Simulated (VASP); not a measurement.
# Si (P1) in VASP: single point with r2SCAN

Aim: the single point of Si with r2SCAN.

Program: VASP 6.6.1. These are calculated values, not measurements. Logs are shortened: lines on timing, memory, paths and dates and some standing lists are left out, and cuts for length are marked.

### Step 1. The cell of the first run

The typed cell holds 4 atoms: a = 3.837 Å, b = 3.850 Å, c = 6.314 Å, α = 91.80°, β = 87.82°, γ = 121.72°.

### Step 2. Single point, r2SCAN (atoms moved at random and the cell strained at random)

Input file POSCAR:

```
Si
1.0
    3.8355040990     -0.0611009685      0.0725505546
   -1.9706670405      3.3065423836     -0.0597556112
    0.1200713873     -0.0448716902      6.3122526322
Si
4
Direct
    0.3425642386      0.6697482845      0.0832437036
    0.6989363729      0.3544463430      0.5772140754
    0.3000934818      0.6723325299      0.4355756231
    0.6584059067      0.3034728425      0.9039665980
```

Input file INCAR.step1:

```
PREC     = Accurate       # precision mode
ENCUT    = 520            # plane-wave cutoff, eV
ISMEAR   = 0              # smearing method
SIGMA    = 0.05           # smearing width, eV
LREAL    = False          # projectors in reciprocal space
LASPH    = True           # aspherical terms in the spheres
NELM     = 60             # most SCF steps
NBANDS   = 16             # bands
GGA      = PE             # functional
ALGO     = Normal         # electronic algorithm
EDIFF    = 1E-4           # SCF threshold, eV
LWAVE    = True           # write WAVECAR
LCHARG   = False          # write CHGCAR
```

Input file INCAR.step2:

```
PREC     = Accurate       # precision mode
ENCUT    = 520            # plane-wave cutoff, eV
EDIFF    = 1E-7           # SCF threshold, eV
ISMEAR   = 0              # smearing method
SIGMA    = 0.05           # smearing width, eV
LREAL    = False          # projectors in reciprocal space
LASPH    = True           # aspherical terms in the spheres
NELM     = 60             # most SCF steps
ALGO     = Normal         # electronic algorithm
ISIF     = 2              # what is computed and relaxed
LWAVE    = False          # write WAVECAR
LCHARG   = False          # write CHGCAR
METAGGA  = R2SCAN         # meta-GGA
LMIXTAU  = True         
NBANDS   = 16             # bands
ISTART   = 1
```

Input file KPOINTS:

```
Automatic mesh
0
Gamma
  12 12 4
```

Potentials or basis: VASP PAW PBE potentials, release 64 (Si).

The run is started by

```console
> cat potpaw_PBE.64/Si/POTCAR > POTCAR
> cp INCAR.step1 INCAR
> mpirun -np 1 vasp_std > vasp.out
> cp INCAR.step2 INCAR
> mpirun -np 1 vasp_std > vasp.out
```

OUTCAR:

```text
PREC = Accurate
   ENCUT = 520
   EDIFF = 1E-7
   ISMEAR = 0
   LREAL = False
   LASPH = True
   NELM = 60
   ISIF = 2
   METAGGA = R2SCAN
   ISTART = 1

 ion  position               nearest neighbor table
   1  0.343  0.670  0.083-   3 2.22   4 2.38   4 2.52   4 2.53
   2  0.699  0.354  0.577-   4 2.07   3 2.14   3 2.40   3 2.60
   3  0.300  0.672  0.436-   2 2.14   1 2.22   2 2.40   2 2.60
   4  0.658  0.303  0.904-   2 2.07   1 2.38   1 2.52   1 2.53

  LATTYP: Found a triclinic cell.
 ALAT       =     3.7430830801
 B/A-ratio  =     2.3946428848
 C/A-ratio  =     1.0284882892
 COS(alpha) =     0.0015291598
 COS(beta)  =     0.4896283581
 COS(gamma) =     0.6201638299

  Lattice vectors:

 A1 = (   1.8648370585,   3.2454414151,   0.0127949434)
 A2 = (   5.5802697702,   3.2292121368,  -6.2269071342)
 A3 = (  -1.9706670405,   3.3065423836,  -0.0597556112)

Analysis of symmetry for initial positions (statically):
=====================================================================
 Subroutine PRICEL returns:
 Original cell was already a primitive cell.

 Routine SETGRP: Setting up the symmetry group for a
 triclinic supercell.

 Subroutine GETGRP returns: Found  1 space group operations
 (whereof  1 operations were pure point group operations)
 out of a pool of  2 trial point group operations.

The static configuration has the point symmetry C_1 .

Analysis of symmetry for dynamics (positions and initial velocities):
=====================================================================
 Subroutine PRICEL returns:
 Original cell was already a primitive cell.

 Routine SETGRP: Setting up the symmetry group for a
 triclinic supercell.

 Subroutine GETGRP returns: Found  1 space group operations
 (whereof  1 operations were pure point group operations)
 out of a pool of  2 trial point group operations.

The dynamic configuration has the point symmetry C_1 .

 Subroutine INISYM returns: Found  1 space group operations
 (whereof  1 operations are pure point group operations),
 and found     1 'primitive' translations

----------------------------------------------------------------------------------------

                                     Primitive cell

  volume of cell :      79.2613

  direct lattice vectors                    reciprocal lattice vectors
     3.835504099 -0.061100968  0.072550555     0.263294251  0.156850447 -0.003893374
    -1.970667040  3.306542384 -0.059755611     0.004824917  0.305343893  0.002078808
     0.120071387 -0.044871690  6.312252632    -0.002980525  0.001087793  0.158486478

  length of vectors
     3.836676766  3.849717113  6.313553983     0.306498098  0.305389087  0.158518234

  position of ions in fractional coordinates (direct lattice)
     0.342564239  0.669748285  0.083243704
     0.698936373  0.354446343  0.577214075
     0.300093482  0.672332530  0.435575623
     0.658405907  0.303472842  0.903966598

  ion indices of the primitive-cell ions
   primitive index   ion index
                 1           1
                 2           2
                 3           3
                 4           4

----------------------------------------------------------------------------------------

 KPOINTS: Automatic mesh

Automatic generation of k-mesh.
 Grid dimensions read from file:
 generate k-points for:   12   12    4

 Generating k-lattice:

  Cartesian coordinates                     Fractional coordinates (reciprocal lattice)
     0.021941188  0.013070871 -0.000324448     0.083333333  0.000000000 -0.000000000
     0.000402076  0.025445324  0.000173234     0.000000000  0.083333333 -0.000000000
    -0.000745131  0.000271948  0.039621619     0.000000000 -0.000000000  0.250000000

  Length of vectors
     0.025541508  0.025449091  0.039629558

  Shift w.r.t. Gamma in fractional coordinates (k-lattice)
     0.000000000  0.000000000  0.000000000

 Subroutine IBZKPT returns following result:
 ===========================================

 Found    292 irreducible k-points:

 Following reciprocal coordinates:
            Coordinates               Weight
  0.000000  0.000000  0.000000      1.000000
  0.083333  0.000000  0.000000      2.000000
  0.166667  0.000000  0.000000      2.000000
  0.250000 -0.000000  0.000000      2.000000
  0.333333 -0.000000 -0.000000      2.000000
  0.416667  0.000000 -0.000000      2.000000
[... 16 lines left out ...]
  0.250000  0.166667 -0.000000      2.000000
  0.333333  0.166667 -0.000000      2.000000
 [... further k-points ...]
   k-points           NKPTS =    292   k-points in BZ     NKDIM =    292   number of bands    NBANDS=     16
   number of dos      NEDOS =    301   number of ions     NIONS =      4
   total plane-waves  NPLWV =  43200
   dimension x,y,z NGX =    30 NGY =   30 NGZ =   48
   dimension x,y,z NGXF=    60 NGYF=   60 NGZF=   96
   ions per type =               4
   NGX,Y,Z   is equivalent  to a cutoff of  13.00, 12.96, 12.64 a.u.
   NGXF,Y,Z  is equivalent  to a cutoff of  26.00, 25.91, 25.28 a.u.
 SYSTEM =  unknown system
   PREC   = accura    normal or accurate (medium, high low for compatibility)
   ISTART =      1    job   : 0-new  1-cont  2-samecut
   ICHARG =      0    charge: 1-file 2-atom 10-const
   ISPIN  =      1    spin polarized calculation?
   LNONCOLLINEAR =      F non collinear calculations
   LSORBIT =      F    spin-orbit coupling
   LASPH  =      T    aspherical Exc in radial PAW
   ENCUT  =  520.0 eV  38.22 Ry    6.18 a.u.   7.13  7.16 11.74*2*pi/ulx,y,z
   NELM   =     60;   NELMIN=  2; NELMDL=  0     # of ELM steps
   EDIFF  = 0.1E-06   stopping-criterion for ELM
   LREAL  =      F    real-space projection
   EDIFFG = 0.1E-05   stopping-criterion for IOM
   NSW    =      0    number of steps for IOM
   IBRION =     -1    ionic relax: 0-MD 1-quasi-New 2-CG
   NFREE  =      0    steps in history (QN), initial steepest desc. (CG)
   ISIF   =      2    stress and relaxation
   ISYM   =      2    0-nonsym 1-usesym 2-fastsym
   POTIM  = 0.5000    time-step for ionic-motion
   TEBEG  =    0.0;   TEEND  =   0.0 temperature during run
   PSTRESS=    0.0 pullay stress
   NELECT =      16.0000    total number of electrons
   NUPDOWN=      -1.0000    fix difference up-down
   EMIN   =  10.00;   EMAX   =-10.00  energy-range for DOS
   EFERMI =   0.00;   METHOD = LEGACY
   ISMEAR =     0;   SIGMA  =   0.05  broadening in eV -4-tet -1-fermi 0-gaus
   EFERMI_NEDOS =   21; number of points for ismear=-14 and -15
   IALGO  =     38    algorithm
   IMIX   =      4    mixing-type and parameters
     AMIX     =   0.40;   BMIX     =  1.00
     AMIX_MAG =   1.60;   BMIX_MAG =  1.00
  volume/ion in A,a.u.               =      19.82       133.72
  Fermi-wavevector in a.u.,A,eV,Ry     =   0.960346  1.814791 12.548169  0.922264
  Thomas-Fermi vector in A             =   2.089622
   LORBIT       =      0    0 simple, 1 ext, 2 COOP (PROOUT), +10 PAW based schemes
   METAGGA = R2SCAN    functional components
   LHFCALC =     F    Hartree Fock is set to
   AEXX    =    0.0000 exact exchange contribution
   IVDW    =     0    specifies the selected vdW correction
   LEPSILON=     F    determine dielectric tensor
   LRPA    =     F    only Hartree local field effects (RPA)
 non-spin polarized calculation
 Gauss-broadening in eV      SIGMA  =   0.05
  energy-cutoff  :      520.00
  volume of cell :       79.26
 maximum number of plane-waves:      2149
 NGX is ok and might be reduce to    30
   NGX = 15   NGY = 15   NGZ = 23

 number of electron      16.0000000 magnetization

 Free energy of the ion-electron system (eV)
  ---------------------------------------------------
  ext. energy  EPLUGINS =         0.00000000
  ---------------------------------------------------
  free energy    TOTEN  =       -33.53334697 eV

  energy without entropy =      -33.53288877  energy(sigma->0) =      -33.53311787

 E-fermi :   6.4678     XC(G=0):  -9.9105

 val. band max:        6.4621859051   @ k =   0.4167   0.2500  -0.0000
 cond. band min:       6.4911618956   @ k =   0.3333   0.2500   0.0000
 fundamental gap:      0.0289759905
 Fermi energy:         6.4677733229

 k-point     1 :       0.0000    0.0000    0.0000
  band No.  band energies     occupation
      1      -6.9598      2.00000
      2      -3.9214      2.00000
      3      -2.5010      2.00000
      4       3.9937      2.00000
      5       4.5657      2.00000
      6       5.0290      2.00000
[... 8 lines left out ...]
     15      11.5904      0.00000
     16      12.2873      0.00000

 k-point     2 :       0.0833    0.0000    0.0000
  band No.  band energies     occupation
      1      -6.8729      2.00000
      2      -3.8342      2.00000
      3      -2.4561      2.00000
      4       3.4788      2.00000
      5       4.4123      2.00000
      6       4.7504      2.00000
[... 8 lines left out ...]
     15      11.3457      0.00000
     16      12.1634      0.00000

 k-point     3 :       0.1667    0.0000    0.0000
  band No.  band energies     occupation
      1      -6.6141      2.00000
      2      -3.5772      2.00000
      3      -2.3416      2.00000
      4       2.3883      2.00000
      5       4.0400      2.00000
      6       4.2434      2.00000
[... 8 lines left out ...]
     15      11.4804      0.00000
     16      12.6489      0.00000

 k-point     4 :       0.2500   -0.0000    0.0000
  band No.  band energies     occupation
      1      -6.1904      2.00000
      2      -3.1759      2.00000
      3      -2.2295      2.00000
      4       1.3081      2.00000
      5       3.4125      2.00000
      6       3.5627      2.00000
[... 8 lines left out ...]
     15      12.2570      0.00000
     16      12.5353      0.00000
[... 324 lines left out ...]
 k-point    22 :       0.1667    0.1667    0.0000
  band No.  band energies     occupation
      1      -5.9229      2.00000
      2      -2.9026      2.00000
      3      -2.2429      2.00000
      4       1.0738      2.00000
      5       2.4748      2.00000
      6       3.0266      2.00000
[... 8 lines left out ...]
     15      11.8955      0.00000
     16      12.4358      0.00000

 k-point    23 :       0.2500    0.1667   -0.0000
  band No.  band energies     occupation
      1      -5.3485      2.00000
      2      -2.7641      2.00000
      3      -2.0348      2.00000
      4       0.6530      2.00000
      5       1.8100      2.00000
      6       2.0911      2.00000
[... 8 lines left out ...]
     15      12.2571      0.00000
     16      13.0660      0.00000

 k-point    24 :       0.3333    0.1667   -0.0000
  band No.  band energies     occupation
      1      -4.6752      2.00000
      2      -3.2390      2.00000
      3      -1.3791      2.00000
      4       0.2544      2.00000
      5       1.2360      2.00000
      6       1.7252      2.00000
[... 8 lines left out ...]
     15      12.5093      0.00000
     16      13.4249      0.00000

 [... further k-points ...]
[... 5 lines left out ...]
  --------------------------------------------------------------------------------------
  -------------------------------------------------------------------------------------
  Total       -0.2177121      0.0224568      8.5148833      3.1275962     -1.8754359     -3.2248914
  in kB       -4.4008014      0.4539393    172.1186729     63.2207972    -37.9098026    -65.1875093
  external PRESSURE =      56.0572703 kB  Pullay stress =       0.0000000 kB

 VOLUME and BASIS-vectors are now :
 -----------------------------------------------------------------------------
  energy-cutoff  :      520.00
  volume of cell :       79.26
      direct lattice vectors                 reciprocal lattice vectors
     3.835504099 -0.061100968  0.072550555     0.263294251  0.156850447 -0.003893374
    -1.970667040  3.306542384 -0.059755611     0.004824917  0.305343893  0.002078808
     0.120071387 -0.044871690  6.312252632    -0.002980525  0.001087793  0.158486478

 POSITION                                       TOTAL-FORCE (eV/Angst)
 -----------------------------------------------------------------------------------
      0.00405      2.18988      0.51029        -0.112075     -0.797889     -3.360283
      2.05158      1.10339      3.67305        -3.185283     -1.062002     -3.668539
     -0.12163      2.18521      2.73106         3.201533      1.300029      0.725749
      2.03582      0.92265      5.73570         0.095825      0.559862      6.303073
 -----------------------------------------------------------------------------------
    total drift:                                0.000021     -0.000027     -0.000166

  FREE ENERGIE OF THE ION-ELECTRON SYSTEM (eV)
  ---------------------------------------------------
  free  energy   TOTEN  =       -33.5333469701 eV

  energy  without entropy=      -33.5328887705  energy(sigma->0) =      -33.53311787
```

Wall time 19 min (1 thread of Oxide Virtual Turin-like, shared host); peak memory 0.35 GiB.

Results:

```
Free energy            : -33.5333 eV
Pressure               : 5.6 GPa
Largest force          : 6.329 eV/Å
Band gap on the k mesh : zero (bands 8 and 9 overlap by 0.71 eV)
```

Forces on the atoms (eV/Å):
```
Si  -0.112 -0.798 -3.360
Si  -3.185 -1.062 -3.669
Si   3.202  1.300  0.726
Si   0.096  0.560  6.303
```

Stress tensor (GPa, compression positive):
```
-0.44  6.32 -6.52
 6.32  0.05 -3.79
-6.52 -3.79 17.21
```

Caveat: the cell differs from its parent crystal (atoms moved at random and the cell strained at random); the stress differs along the axes, from -0 to 17 GPa; semilocal functionals underestimate gaps, and a narrow one can read as zero; the PAW data sets were made with another functional, which shifts forces and pressure a little.

The gap in the log of VASP goes by the Fermi energy; the results here count the filled bands.